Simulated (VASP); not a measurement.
# SrCl2 (R3m) in VASP: a series of runs

Runs on SrCl2. Level: r2SCAN. Tasks: single point.

All numbers are computed with VASP 6.6.1; they aren't measurements. Logs are shortened: lines on timing, memory, paths and dates and some standing lists are left out, and cuts for length are marked.

**1. The cell of the first run**

The structure is trigonal, space group R3m (No. 160). Conventional cell: a = 4.171 Å, b = 4.171 Å, c = 18.405 Å, α = 90.00°, β = 90.00°, γ = 120.00°. Within 3.8 Å of Sr (site symmetry 3m) lie 6 Cl at 2.92 Å. Cl (site symmetry 3m) has 3 Sr at 2.92 Å and 4 Cl at 3.30 to 3.72 Å within 3.8 Å. Within 3.8 Å of Cl (site symmetry 3m) lie 3 Sr at 2.92 Å and 4 Cl at 3.30 to 3.72 Å.

**2. Single point, r2SCAN**

File POSCAR:

```
SrCl2
1.0
    2.0857437514      1.2042047163      6.1350485022
   -2.0857437514      1.2042047163      6.1350485022
    0.0000000000     -2.4084094327      6.1350485022
Sr Cl
1 2
Direct
    0.0002014272      0.0002014272      0.0002014272
    0.4227725646      0.4227725646      0.4227725646
    0.2436926748      0.2436926748      0.2436926748
```

File INCAR.step1:

```
PREC = Accurate ; ENCUT = 520
ISMEAR = 0 ; SIGMA = 0.01
LREAL = False ; LASPH = True
NELM = 100 ; NBANDS = 19
GGA = PE ; ALGO = Normal
EDIFF = 1E-4 ; LWAVE = True
LCHARG = False
```

File INCAR.step2:

```
PREC = Accurate ; ENCUT = 520
EDIFF = 1E-6 ; ISMEAR = 0
SIGMA = 0.01 ; LREAL = False
LASPH = True ; NELM = 100
ALGO = Normal ; ISIF = 2
LWAVE = False ; LCHARG = True
METAGGA = R2SCAN ; LMIXTAU = True
LELF = True ; LVHAR = True
NBANDS = 19 ; ISTART = 1
```

File KPOINTS:

```
Automatic mesh
0
Gamma
  6 6 6
```

Potentials or basis: VASP PAW PBE potentials, release 64 (Sr_sv, Cl).

Command:

```sh
$ cat potpaw_PBE.64/Sr_sv/POTCAR potpaw_PBE.64/Cl/POTCAR > POTCAR
$ cp INCAR.step1 INCAR
$ mpirun -np 1 vasp_std > vasp.out
$ cp INCAR.step2 INCAR
$ mpirun -np 1 vasp_std > vasp.out
```

OUTCAR:

```text
PREC = Accurate
   ENCUT = 520
   EDIFF = 1E-6
   ISMEAR = 0
   LREAL = False
   LASPH = True
   NELM = 100
   ISIF = 2
   METAGGA = R2SCAN
   ISTART = 1

 ion  position               nearest neighbor table
   1  0.000  0.000  0.000-   2 2.92   2 2.92   2 2.92   3 2.92   3 2.92   3 2.92
   2  0.423  0.423  0.423-   1 2.92   1 2.92   1 2.92
   3  0.244  0.244  0.244-   1 2.92   1 2.92   1 2.92

  LATTYP: Found a trigonal (rhomboedric) cell.
 ALAT       =     6.5908463887
 COS(alpha) =     0.7997052719

  Lattice vectors:

 A1 = (   2.0857437514,   1.2042047163,   6.1350485022)
 A2 = (  -2.0857437514,   1.2042047163,   6.1350485022)
 A3 = (   0.0000000000,  -2.4084094327,   6.1350485022)

Analysis of symmetry for initial positions (statically):
=====================================================================
 Subroutine PRICEL returns:
 Original cell was already a primitive cell.

 Routine SETGRP: Setting up the symmetry group for a
 trigonal (rhombohedral) supercell.

 Subroutine GETGRP returns: Found  6 space group operations
 (whereof  6 operations were pure point group operations)
 out of a pool of 12 trial point group operations.

The static configuration has the point symmetry C_3v.

Analysis of symmetry for dynamics (positions and initial velocities):
=====================================================================
 Subroutine PRICEL returns:
 Original cell was already a primitive cell.

 Routine SETGRP: Setting up the symmetry group for a
 trigonal (rhombohedral) supercell.

 Subroutine GETGRP returns: Found  6 space group operations
 (whereof  6 operations were pure point group operations)
 out of a pool of 12 trial point group operations.

The dynamic configuration has the point symmetry C_3v.

 Subroutine INISYM returns: Found  6 space group operations
 (whereof  6 operations are pure point group operations),
 and found     1 'primitive' translations

----------------------------------------------------------------------------------------

                                     Primitive cell

  volume of cell :      92.4550

  direct lattice vectors                    reciprocal lattice vectors
     2.085743751  1.204204716  6.135048502     0.239722641  0.138403931  0.054332632
    -2.085743751  1.204204716  6.135048502    -0.239722641  0.138403931  0.054332632
     0.000000000 -2.408409433  6.135048502     0.000000000 -0.276807862  0.054332632

  length of vectors
     6.590846389  6.590846389  6.590846389     0.282089751  0.282089751  0.282089751

  position of ions in fractional coordinates (direct lattice)
     0.000201427  0.000201427  0.000201427
     0.422772565  0.422772565  0.422772565
     0.243692675  0.243692675  0.243692675

  ion indices of the primitive-cell ions
   primitive index   ion index
                 1           1
                 2           2
                 3           3

----------------------------------------------------------------------------------------

 KPOINTS: Automatic mesh

Automatic generation of k-mesh.
 Grid dimensions read from file:
 generate k-points for:    6    6    6

 Generating k-lattice:

  Cartesian coordinates                     Fractional coordinates (reciprocal lattice)
     0.039953773  0.023067322  0.009055439     0.166666667 -0.000000000  0.000000000
    -0.039953773  0.023067322  0.009055439    -0.000000000  0.166666667  0.000000000
     0.000000000 -0.046134644  0.009055439     0.000000000  0.000000000  0.166666667

  Length of vectors
     0.047014958  0.047014958  0.047014958

  Shift w.r.t. Gamma in fractional coordinates (k-lattice)
     0.000000000  0.000000000  0.000000000

 Subroutine IBZKPT returns following result:
 ===========================================

 Found     32 irreducible k-points:

 Following reciprocal coordinates:
            Coordinates               Weight
  0.000000  0.000000  0.000000      1.000000
  0.166667 -0.000000  0.000000      6.000000
  0.333333  0.000000  0.000000      6.000000
  0.500000 -0.000000  0.000000      3.000000
  0.166667  0.166667  0.000000      6.000000
  0.333333  0.166667  0.000000     12.000000
[... 16 lines left out ...]
  0.500000  0.500000  0.166667      6.000000
 -0.333333  0.500000  0.166667     12.000000
 [... further k-points ...]
   k-points           NKPTS =     32   k-points in BZ     NKDIM =     32   number of bands    NBANDS=     19
   number of dos      NEDOS =    301   number of ions     NIONS =      3
   total plane-waves  NPLWV = 125000
   dimension x,y,z NGX =    50 NGY =   50 NGZ =   50
   dimension x,y,z NGXF=   100 NGYF=  100 NGZF=  100
   ions per type =               1   2
   NGX,Y,Z   is equivalent  to a cutoff of  12.61, 12.61, 12.61 a.u.
   NGXF,Y,Z  is equivalent  to a cutoff of  25.22, 25.22, 25.22 a.u.
 SYSTEM =  unknown system
   PREC   = accura    normal or accurate (medium, high low for compatibility)
   ISTART =      1    job   : 0-new  1-cont  2-samecut
   ICHARG =      0    charge: 1-file 2-atom 10-const
   ISPIN  =      1    spin polarized calculation?
   LNONCOLLINEAR =      F non collinear calculations
   LSORBIT =      F    spin-orbit coupling
   LASPH  =      T    aspherical Exc in radial PAW
   ENCUT  =  520.0 eV  38.22 Ry    6.18 a.u.  12.25 12.25 12.25*2*pi/ulx,y,z
   NELM   =    100;   NELMIN=  2; NELMDL=  0     # of ELM steps
   EDIFF  = 0.1E-05   stopping-criterion for ELM
   LREAL  =      F    real-space projection
   EDIFFG = 0.1E-04   stopping-criterion for IOM
   NSW    =      0    number of steps for IOM
   IBRION =     -1    ionic relax: 0-MD 1-quasi-New 2-CG
   NFREE  =      0    steps in history (QN), initial steepest desc. (CG)
   ISIF   =      2    stress and relaxation
   ISYM   =      2    0-nonsym 1-usesym 2-fastsym
   POTIM  = 0.5000    time-step for ionic-motion
   TEBEG  =    0.0;   TEEND  =   0.0 temperature during run
   PSTRESS=    0.0 pullay stress
   NELECT =      24.0000    total number of electrons
   NUPDOWN=      -1.0000    fix difference up-down
   EMIN   =  10.00;   EMAX   =-10.00  energy-range for DOS
   EFERMI =   0.00;   METHOD = LEGACY
   ISMEAR =     0;   SIGMA  =   0.01  broadening in eV -4-tet -1-fermi 0-gaus
   EFERMI_NEDOS =   21; number of points for ismear=-14 and -15
   IALGO  =     38    algorithm
   IMIX   =      4    mixing-type and parameters
     AMIX     =   0.40;   BMIX     =  1.00
     AMIX_MAG =   1.60;   BMIX_MAG =  1.00
  volume/ion in A,a.u.               =      30.82       207.97
  Fermi-wavevector in a.u.,A,eV,Ry     =   1.044324  1.973485 14.838673  1.090612
  Thomas-Fermi vector in A             =   2.179071
   LORBIT       =      0    0 simple, 1 ext, 2 COOP (PROOUT), +10 PAW based schemes
   METAGGA = R2SCAN    functional components
   LHFCALC =     F    Hartree Fock is set to
   AEXX    =    0.0000 exact exchange contribution
   IVDW    =     0    specifies the selected vdW correction
   LEPSILON=     F    determine dielectric tensor
   LRPA    =     F    only Hartree local field effects (RPA)
 non-spin polarized calculation
 Gauss-broadening in eV      SIGMA  =   0.01
  energy-cutoff  :      520.00
  volume of cell :       92.46
 maximum number of plane-waves:      2531
 NGX is ok and might be reduce to    50
   NGX = 25   NGY = 25   NGZ = 25

 number of electron      23.9999999 magnetization

 Free energy of the ion-electron system (eV)
  ---------------------------------------------------
  ext. energy  EPLUGINS =         0.00000000
  ---------------------------------------------------
  free energy    TOTEN  =       -34.97367326 eV

  energy without entropy =      -34.97367326  energy(sigma->0) =      -34.97367326

 E-fermi :  -0.4714     XC(G=0):  -8.3315

 val. band max:       -0.5845158301   @ k =   0.0000   0.0000   0.0000
 cond. band min:       4.2964534597   @ k =   0.0000   0.0000   0.0000
 fundamental gap:      4.8809692898
 Fermi energy:        -0.4713819964

 k-point     1 :       0.0000    0.0000    0.0000
  band No.  band energies     occupation
      1     -34.9950      2.00000
      2     -16.6155      2.00000
      3     -16.3511      2.00000
      4     -16.3511      2.00000
      5     -14.5046      2.00000
      6     -13.6358      2.00000
[... 11 lines left out ...]
     18       7.0469      0.00000
     19       7.9798      0.00000

 k-point     2 :       0.1667   -0.0000    0.0000
  band No.  band energies     occupation
      1     -34.9909      2.00000
      2     -16.5593      2.00000
      3     -16.4942      2.00000
      4     -16.3657      2.00000
      5     -14.3455      2.00000
      6     -13.7149      2.00000
[... 11 lines left out ...]
     18       7.3774      0.00000
     19       8.9793      0.00000

 k-point     3 :       0.3333    0.0000    0.0000
  band No.  band energies     occupation
      1     -34.9827      2.00000
      2     -16.7324      2.00000
      3     -16.4367      2.00000
      4     -16.3947      2.00000
      5     -14.0739      2.00000
      6     -13.8815      2.00000
[... 11 lines left out ...]
     18       8.0168      0.00000
     19       9.4966      0.00000

 k-point     4 :       0.5000   -0.0000    0.0000
  band No.  band energies     occupation
      1     -34.9786      2.00000
      2     -16.8357      2.00000
      3     -16.4091      2.00000
      4     -16.3694      2.00000
      5     -13.9766      2.00000
      6     -13.9466      2.00000
[... 11 lines left out ...]
     18       8.3425      0.00000
     19       9.4964      0.00000

 k-point     5 :       0.1667    0.1667    0.0000
  band No.  band energies     occupation
      1     -34.9909      2.00000
      2     -16.5611      2.00000
      3     -16.4936      2.00000
      4     -16.3658      2.00000
      5     -14.3338      2.00000
      6     -13.7270      2.00000
[... 11 lines left out ...]
     18       7.3483      0.00000
     19       8.9281      0.00000

 k-point     6 :       0.3333    0.1667    0.0000
  band No.  band energies     occupation
      1     -34.9847      2.00000
      2     -16.6628      2.00000
      3     -16.4707      2.00000
      4     -16.4031      2.00000
      5     -14.1211      2.00000
      6     -13.8538      2.00000
[... 11 lines left out ...]
     18       7.8495      0.00000
     19       9.6105      0.00000

 k-point     7 :       0.5000    0.1667    0.0000
  band No.  band energies     occupation
      1     -34.9786      2.00000
      2     -16.8018      2.00000
      3     -16.4490      2.00000
      4     -16.3706      2.00000
      5     -14.0007      2.00000
      6     -13.9162      2.00000
[... 11 lines left out ...]
     18       8.8827      0.00000
     19       9.5665      0.00000

 k-point     8 :      -0.3333    0.1667    0.0000
  band No.  band energies     occupation
      1     -34.9786      2.00000
      2     -16.8027      2.00000
      3     -16.4490      2.00000
      4     -16.3694      2.00000
      5     -13.9753      2.00000
      6     -13.9418      2.00000
[... 256 lines left out ...]
 k-point    20 :       0.5000    0.3333    0.1667
  band No.  band energies     occupation
      1     -34.9847      2.00000
      2     -16.6597      2.00000
      3     -16.4765      2.00000
      4     -16.4031      2.00000
      5     -14.0684      2.00000
      6     -13.9071      2.00000
[... 11 lines left out ...]
     18       7.9790      0.00000
     19       9.4209      0.00000

 k-point    21 :      -0.3333    0.3333    0.1667
  band No.  band energies     occupation
      1     -34.9786      2.00000
      2     -16.7997      2.00000
      3     -16.4491      2.00000
      4     -16.3725      2.00000
      5     -14.0278      2.00000
      6     -13.8903      2.00000
[... 11 lines left out ...]
     18       8.7626      0.00000
     19       9.7526      0.00000

 k-point    22 :      -0.1667    0.3333    0.1667
  band No.  band energies     occupation
      1     -34.9786      2.00000
      2     -16.8016      2.00000
      3     -16.4491      2.00000
      4     -16.3701      2.00000
      5     -14.0008      2.00000
      6     -13.9178      2.00000
[... 11 lines left out ...]
     18       9.0253      0.00000
     19       9.4108      0.00000

 k-point    23 :       0.5000    0.5000    0.1667
  band No.  band energies     occupation
      1     -34.9827      2.00000
      2     -16.7270      2.00000
      3     -16.4441      2.00000
      4     -16.3949      2.00000
      5     -14.0068      2.00000
      6     -13.9519      2.00000
[... 11 lines left out ...]
     18       8.2631      0.00000
     19       9.5202      0.00000

 k-point    24 :      -0.3333    0.5000    0.1667
  band No.  band energies     occupation
      1     -34.9786      2.00000
      2     -16.7985      2.00000
      3     -16.4492      2.00000
      4     -16.3732      2.00000
      5     -14.0384      2.00000
      6     -13.8812      2.00000
[... 11 lines left out ...]
     18       8.7365      0.00000
     19       9.9503      0.00000

 [... further k-points ...]

------------------------ aborting loop because EDIFF is reached ----------------------------------------

  FORCE on cell =-STRESS in cart. coord.  units (eV):
  Direction    XX          YY          ZZ          XY          YZ          ZX
  --------------------------------------------------------------------------------------
  -------------------------------------------------------------------------------------
  Total        0.4009563      0.4009563      0.3645644     -0.0000000     -0.0000000      0.0000000
  in kB        6.9482762      6.9482762      6.3176310     -0.0000000     -0.0000000      0.0000000
  external PRESSURE =       6.7380611 kB  Pullay stress =       0.0000000 kB

 VOLUME and BASIS-vectors are now :
 -----------------------------------------------------------------------------
  energy-cutoff  :      520.00
  volume of cell :       92.46
      direct lattice vectors                 reciprocal lattice vectors
     2.085743751  1.204204716  6.135048502     0.239722641  0.138403931  0.054332632
    -2.085743751  1.204204716  6.135048502    -0.239722641  0.138403931  0.054332632
     0.000000000 -2.408409433  6.135048502     0.000000000 -0.276807862  0.054332632

 POSITION                                       TOTAL-FORCE (eV/Angst)
 -----------------------------------------------------------------------------------
      0.00000     -0.00000      0.00371         0.000000      0.000000     -0.001061
      0.00000     -0.00000      7.78119         0.000000     -0.000000      0.008346
      0.00000     -0.00000      4.48520         0.000000      0.000000     -0.007285
 -----------------------------------------------------------------------------------
    total drift:                               -0.000000      0.000000     -0.000746

  FREE ENERGIE OF THE ION-ELECTRON SYSTEM (eV)
  ---------------------------------------------------
  free  energy   TOTEN  =       -34.9736732575 eV

  energy  without entropy=      -34.9736732575  energy(sigma->0) =      -34.97367326
```

Wall time 5.8 min (1 thread of Intel Xeon Platinum 8488C (Sapphire Rapids), shared host); peak memory 0.41 GiB.

Results:

| Item | Value |
| --- | --- |
| Free energy | -34.9737 eV |
| Pressure | 0.7 GPa |
| Largest force | 0.008 eV/Å |
| Band gap on the k mesh | 4.88 eV, direct |

Forces on the atoms (eV/Å):
```
Sr   0.000  0.000 -0.001
Cl   0.000  0.000  0.008
Cl   0.000  0.000 -0.007
```

Caveat: the PAW data sets were made with another functional, which shifts forces and pressure a little.

**3. Single point, r2SCAN**

POSCAR is that of step 2.

File INCAR.step1:

```
ALGO = Normal
EDIFF = 1E-4
ENCUT = 520
GGA = PE
ISMEAR = 0
LASPH = T
LCHARG = F
LREAL = F
LWAVE = T
NBANDS = 19
NELM = 100
PREC = Accurate
SIGMA = 0.01
```

File INCAR.step2:

```
ALGO = Normal
EDIFF = 1E-6
ENCUT = 520
ISIF = 2
ISMEAR = 0
ISTART = 1
LASPH = T
LCHARG = F
LMIXTAU = T
LREAL = F
LWAVE = F
METAGGA = R2SCAN
NBANDS = 19
NELM = 100
PREC = Accurate
SIGMA = 0.01
```

File KPOINTS:

```
k-points
0
Gamma
  6 6 6
```

Potentials or basis: VASP PAW PBE potentials, release 64 (Sr_sv, Cl).

Command:

```sh
$ cat potpaw_PBE.64/Sr_sv/POTCAR potpaw_PBE.64/Cl/POTCAR > POTCAR
$ cp INCAR.step1 INCAR
$ mpirun -np 1 vasp_std > vasp.out
$ cp INCAR.step2 INCAR
$ mpirun -np 1 vasp_std > vasp.out
```

Wall time 6.3 min (1 thread of Intel Xeon Platinum 8488C (Sapphire Rapids), shared host); peak memory 0.41 GiB.

It converged, with:

- Free energy: -34.9737 eV
- Pressure: 0.7 GPa
- Largest force: 0.008 eV/Å
- Band gap on the k mesh: 4.88 eV, direct

Forces on the atoms (eV/Å):
```
Sr   0.000  0.000 -0.001
Cl   0.000  0.000  0.008
Cl   0.000  0.000 -0.007
```

Levels at points of the mesh, in eV from the valence-band top:
| k point | band 9 | band 10 | band 11 | band 12 | band 13 | band 14 | band 15 | band 16 |
| --- | --- | --- | --- | --- | --- | --- | --- | --- |
| (0.00, 0.00, 0.00) | -1.23 | -1.11 | -1.11 | 0.00 | 4.88 | 6.79 | 7.07 | 7.07 |
| (0.50, 0.00, 0.00) | -1.51 | -1.45 | -1.05 | -0.35 | 5.00 | 7.43 | 8.10 | 8.72 |
| (0.50, 0.50, 0.00) | -1.49 | -1.33 | -1.23 | -0.66 | 4.91 | 7.45 | 8.08 | 8.63 |
| (0.50, 0.50, 0.50) | -1.37 | -1.05 | -0.96 | -0.96 | 5.63 | 6.43 | 6.94 | 6.94 |

Caveat: the PAW data sets were made with another functional, which shifts forces and pressure a little. A k mesh can miss the band edges.
